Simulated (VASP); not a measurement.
# Mo2C (Fm-3m) in VASP: a series of runs

Runs on Mo2C. Level: LDA. Tasks: single point, relaxation of cell and atoms.

All numbers are computed with VASP 6.6.1; they aren't measurements. Logs are shortened: lines on timing, memory, paths and dates and some standing lists are left out, and cuts for length are marked.

## Step 1: The cell of the first run

Symmetry: Fm-3m, No. 225, cubic system. Conventional cell: a = 5.258 Å, b = 5.258 Å, c = 5.258 Å, α = 90.00°, β = 90.00°, γ = 90.00°. Within 3.0 Å of C (site symmetry m-3m) lie 8 Mo at 2.28 Å. Within 3.0 Å of Mo (site symmetry -43m) lie 4 C at 2.28 Å and 6 Mo at 2.63 Å.

## Step 2: Single point, LDA

The input, INCAR:

```
PREC = Accurate
ENCUT = 600
EDIFF = 1E-6
ISMEAR = -1
SIGMA = 0.05
LREAL = F
LASPH = T
NELM = 120
ALGO = Normal
ISIF = 2
LWAVE = F
LCHARG = F
NBANDS = 23
GGA_COMPAT = F
```

The input, KPOINTS:

```
Automatic mesh
0
Gamma
  7 7 7
```

The input, POSCAR:

```
Mo2C
1.0
    0.0000000000      2.6290721520      2.6290721520
    2.6290721520      0.0000000000      2.6290721520
    2.6290721520      2.6290721520      0.0000000000
C Mo
1 2
Direct
    0.0000000000      0.0000000000      0.0000000000
    0.2500000000      0.2500000000      0.2500000000
    0.7500000000      0.7500000000      0.7500000000
```

Potentials or basis: VASP PAW LDA potentials, release 64 (C, Mo_sv).

Started as:

```
$ cat potpaw_LDA.64/C/POTCAR potpaw_LDA.64/Mo_sv/POTCAR > POTCAR
$ mpirun -np 1 vasp_std > vasp.out
```

OUTCAR:

```text
PREC = Accurate
   ENCUT = 600
   EDIFF = 1E-6
   ISMEAR = -1
   LREAL = F
   LASPH = T
   NELM = 120
   ISIF = 2

 ion  position               nearest neighbor table
   1  0.000  0.000  0.000-   3 2.28   3 2.28   3 2.28   2 2.28   3 2.28   2 2.28   2 2.28   2 2.28

   2  0.250  0.250  0.250-   1 2.28   1 2.28   1 2.28   1 2.28   3 2.63   3 2.63   3 2.63   3 2.63
                             3 2.63   3 2.63
   3  0.750  0.750  0.750-   1 2.28   1 2.28   1 2.28   1 2.28   2 2.63   2 2.63   2 2.63   2 2.63
                             2 2.63   2 2.63

  LATTYP: Found a face centered cubic cell.
 ALAT       =     5.2581443040

  Lattice vectors:

 A1 = (   0.0000000000,   2.6290721520,   2.6290721520)
 A2 = (   2.6290721520,   0.0000000000,   2.6290721520)
 A3 = (   2.6290721520,   2.6290721520,   0.0000000000)

Analysis of symmetry for initial positions (statically):
=====================================================================
 Subroutine PRICEL returns:
 Original cell was already a primitive cell.

 Routine SETGRP: Setting up the symmetry group for a
 face centered cubic supercell.

 Subroutine GETGRP returns: Found 48 space group operations
 (whereof 48 operations were pure point group operations)
 out of a pool of 48 trial point group operations.

The static configuration has the point symmetry O_h .

Analysis of symmetry for dynamics (positions and initial velocities):
=====================================================================
 Subroutine PRICEL returns:
 Original cell was already a primitive cell.

 Routine SETGRP: Setting up the symmetry group for a
 face centered cubic supercell.

 Subroutine GETGRP returns: Found 48 space group operations
 (whereof 48 operations were pure point group operations)
 out of a pool of 48 trial point group operations.

The dynamic configuration has the point symmetry O_h .

 Subroutine INISYM returns: Found 48 space group operations
 (whereof 48 operations are pure point group operations),
 and found     1 'primitive' translations

----------------------------------------------------------------------------------------

                                     Primitive cell

  volume of cell :      36.3444

  direct lattice vectors                    reciprocal lattice vectors
[... 79 lines left out ...]
   LNONCOLLINEAR =      F non collinear calculations
   LSORBIT =      F    spin-orbit coupling
   LASPH  =      T    aspherical Exc in radial PAW
   ENCUT  =  600.0 eV  44.10 Ry    6.64 a.u.   7.43  7.43  7.43*2*pi/ulx,y,z
   NELM   =    120;   NELMIN=  2; NELMDL= -5     # of ELM steps
   EDIFF  = 0.1E-05   stopping-criterion for ELM
   LREAL  =      F    real-space projection
   EDIFFG = 0.1E-04   stopping-criterion for IOM
   NSW    =      0    number of steps for IOM
   IBRION =     -1    ionic relax: 0-MD 1-quasi-New 2-CG
   NFREE  =      0    steps in history (QN), initial steepest desc. (CG)
   ISIF   =      2    stress and relaxation
   ISYM   =      2    0-nonsym 1-usesym 2-fastsym
   POTIM  = 0.5000    time-step for ionic-motion
   TEBEG  =    0.0;   TEEND  =   0.0 temperature during run
   PSTRESS=    0.0 pullay stress
   NELECT =      32.0000    total number of electrons
   NUPDOWN=      -1.0000    fix difference up-down
   EMIN   =  10.00;   EMAX   =-10.00  energy-range for DOS
   EFERMI =   0.00;   METHOD = LEGACY
   ISMEAR =    -1;   SIGMA  =   0.05  broadening in eV -4-tet -1-fermi 0-gaus
   EFERMI_NEDOS =   21; number of points for ismear=-14 and -15
   IALGO  =     38    algorithm
   IMIX   =      4    mixing-type and parameters
     AMIX     =   0.40;   BMIX     =  1.00
     AMIX_MAG =   1.60;   BMIX_MAG =  1.00
  volume/ion in A,a.u.               =      12.11        81.75
  Fermi-wavevector in a.u.,A,eV,Ry     =   1.569082  2.965135 33.497795  2.462018
  Thomas-Fermi vector in A             =   2.671017
   LORBIT       =      0    0 simple, 1 ext, 2 COOP (PROOUT), +10 PAW based schemes
   GGA     = CA    functional components
   LHFCALC =     F    Hartree Fock is set to
   AEXX    =    0.0000 exact exchange contribution
   IVDW    =     0    specifies the selected vdW correction
   LEPSILON=     F    determine dielectric tensor
   LRPA    =     F    only Hartree local field effects (RPA)
 non-spin polarized calculation
  energy-cutoff  :      600.00
  volume of cell :       36.34
 maximum number of plane-waves:      1243
 NGX is ok and might be reduce to    30
   NGX = 15   NGY = 15   NGZ = 15

 number of electron      32.0000000 magnetization

 Free energy of the ion-electron system (eV)
  ---------------------------------------------------
  ext. energy  EPLUGINS =         0.00000000
  ---------------------------------------------------
  free energy    TOTEN  =       -32.59269623 eV

  energy without entropy =      -32.56905224  energy(sigma->0) =      -32.58087423

 E-fermi :  12.6985     XC(G=0): -13.6012

 val. band max:       12.6687061782   @ k =   0.2857   0.1429   0.0000
 cond. band min:      12.7029531690   @ k =   0.0000   0.0000   0.0000
 fundamental gap:      0.0342469907
 Fermi energy:        12.6984867109

 k-point     1 :       0.0000    0.0000    0.0000
  band No.  band energies     occupation
      1     -48.4317      2.00000
      2     -47.8928      2.00000
      3     -23.0099      2.00000
      4     -23.0099      2.00000
      5     -23.0099      2.00000
      6     -22.0037      2.00000
[... 509 lines left out ...]
     22      17.1402      0.00000
     23      21.9680      0.00000

------------------------ aborting loop because EDIFF is reached ----------------------------------------

  FORCE on cell =-STRESS in cart. coord.  units (eV):
  Direction    XX          YY          ZZ          XY          YZ          ZX
  --------------------------------------------------------------------------------------
  -------------------------------------------------------------------------------------
  Total        0.2747347      0.2747347      0.2747347      0.0000000      0.0000000      0.0000000
  in kB       12.1111838     12.1111838     12.1111838      0.0000000      0.0000000      0.0000000
  external PRESSURE =      12.1111838 kB  Pullay stress =       0.0000000 kB

 VOLUME and BASIS-vectors are now :
 -----------------------------------------------------------------------------
  energy-cutoff  :      600.00
  volume of cell :       36.34
      direct lattice vectors                 reciprocal lattice vectors
     0.000000000  2.629072152  2.629072152    -0.190181163  0.190181163  0.190181163
     2.629072152  0.000000000  2.629072152     0.190181163 -0.190181163  0.190181163
     2.629072152  2.629072152  0.000000000     0.190181163  0.190181163 -0.190181163

 POSITION                                       TOTAL-FORCE (eV/Angst)
 -----------------------------------------------------------------------------------
      0.00000      0.00000      0.00000        -0.000000     -0.000000     -0.000000
      1.31454      1.31454      1.31454         0.000000      0.000000      0.000000
      3.94361      3.94361      3.94361        -0.000000     -0.000000     -0.000000
 -----------------------------------------------------------------------------------
    total drift:                               -0.000000      0.000000      0.000000

  FREE ENERGIE OF THE ION-ELECTRON SYSTEM (eV)
  ---------------------------------------------------
  free  energy   TOTEN  =       -32.5926962258 eV

  energy  without entropy=      -32.5690522424  energy(sigma->0) =      -32.58087423
```

stdout:

```text
POSCAR found type information on POSCAR C Mo
 POSCAR found :  2 types and       3 ions
 scaLAPACK will be used
 LDA part: xc-table for (Slater(with rela. corr.)+CA(PZ))
 , standard interpolation
 POSCAR, INCAR and KPOINTS ok, starting setup
 FFT: planning ... GRIDC
 FFT: planning ... GRID_SOFT
 FFT: planning ... GRID
 WAVECAR not read
 entering main loop
```

Run time: 18 s. Hardware: 1 thread of AMD EPYC 7R43 (Zen 3), shared host; peak memory 0.11 GiB.

Results:

| Item | Value |
| --- | --- |
| Free energy | -32.5927 eV |
| Pressure | 1.2 GPa |
| Band gap on the k mesh | zero (bands 16 and 17 overlap by 3.58 eV) |

Levels at points of the mesh, in eV from the Fermi level:
| k point | band 13 | band 14 | band 15 | band 16 | band 17 | band 18 | band 19 | band 20 |
| --- | --- | --- | --- | --- | --- | --- | --- | --- |
| (0.00, 0.00, 0.00) | -4.87 | -4.87 | 0.00 | 2.90 | 2.90 | 2.90 | 4.40 | 4.40 |

## Step 3: Relaxation of cell and atoms, LDA

This run uses another cell than the first one, of 10.86 Å³/atom.

The input, INCAR:

```
  PREC = Accurate
  ENCUT = 600
  EDIFF = 1E-7
  ISMEAR = -1
  SIGMA = 0.05
  LREAL = F
  LASPH = T
  NELM = 120
  ALGO = Normal
  ISIF = 3
  LWAVE = F
  LCHARG = F
  GGA = CA
  IBRION = 2
  NSW = 60
  EDIFFG = -0.01
  GGA_COMPAT = F
  NELMIN = 4
```

The input, KPOINTS:

```
regular mesh
0
Gamma
  7 7 7
```

The input, POSCAR:

```
Mo2C
1.0
    0.0000000000      2.5350000000      2.5350000000
    2.5350000000      0.0000000000      2.5350000000
    2.5350000000      2.5350000000      0.0000000000
C Mo
1 2
Direct
    0.0000000000      0.0000000000      0.0000000000
    0.2500000000      0.2500000000      0.2500000000
    0.7500000000      0.7500000000      0.7500000000
```

Potentials or basis: VASP PAW LDA potentials, release 64 (C, Mo_sv).

Started as:

```
$ cat potpaw_LDA.64/C/POTCAR potpaw_LDA.64/Mo_sv/POTCAR > POTCAR
$ mpirun -np 1 vasp_std > vasp.out
```

Wall time 2.1 min (1 thread of AMD EPYC 7R43 (Zen 3), shared host); peak memory 0.13 GiB.

It converged, with:

- Free energy: -32.5888 eV
- Relaxed volume: 12.16 Å³/atom
- Relaxed cell: a = 3.723 Å, b = 3.723 Å, c = 3.723 Å, α = 60.00°, β = 60.00°, γ = 60.00°
- Space group after relaxing (to 0.1 Å): Fm-3m (No. 225)
- Pressure after relaxing: 0.1 GPa
- Band gap on the k mesh: zero (bands 16 and 17 overlap by 3.56 eV)

Final structure:
```
CELL_PARAMETERS angstrom
0.00000 2.63239 2.63239
2.63239 0.00000 2.63239
2.63239 2.63239 0.00000
ATOMIC_POSITIONS crystal
C 0.00000 0.00000 0.00000
Mo 0.25000 0.25000 0.25000
Mo 0.75000 0.75000 0.75000
```

Levels at points of the mesh, in eV from the Fermi level:
| k point | band 14 | band 15 | band 16 | band 17 | band 18 | band 19 |
| --- | --- | --- | --- | --- | --- | --- |
| (0.00, 0.00, 0.00) | -4.84 | 0.00 | 2.89 | 2.89 | 2.89 | 4.39 |
